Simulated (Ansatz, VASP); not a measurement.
ScW3 in VASP and in Ansatz

```xyz
4
Lattice="4.1090 0.0000 0.0000 0.0000 4.1090 0.0000 0.0000 0.0000 4.1090" Properties=species:S:1:pos:R:3 pbc="T T T"
Sc    0.0000    0.0000    0.0000
W     0.0000    2.0545    2.0545
W     2.0545    2.0545    0.0000
W     2.0545    0.0000    2.0545
```

Change from the starting cell: species swapped into the Pr3In type (Pm-3m, No. 221).

Alike in both runs: task relaxation of cell and atoms; functional PBE; k mesh 12 × 12 × 12; occupations gaussian, width 0.1 eV; no spin polarisation.

```csv
,VASP,Ansatz
version,VASP 6.6.1,Ansatz 0.2.0
potentials or method,"VASP PAW PBE potentials, release 64 (Sc_sv, W_sv), cutoff 600 eV","scalar-relativistic, plane waves, PAW"
valence electrons in the cell,53,53
```

|  | VASP | Ansatz | Ansatz less VASP |
| --- | --- | --- | --- |
| gap on the k mesh at the Fermi level, each at its own relaxed structure (eV) | none | none | - |
| relaxed volume (Å³/atom) | 17.41 | 17.38 | -0.030 |
| relaxed cell length with the largest relative difference (Å) | 4.114 | 4.111 | -0.0024 |

A gap of «none» marks a metal or a gap that the smearing closes.

Neither program's run includes spin-orbit coupling.
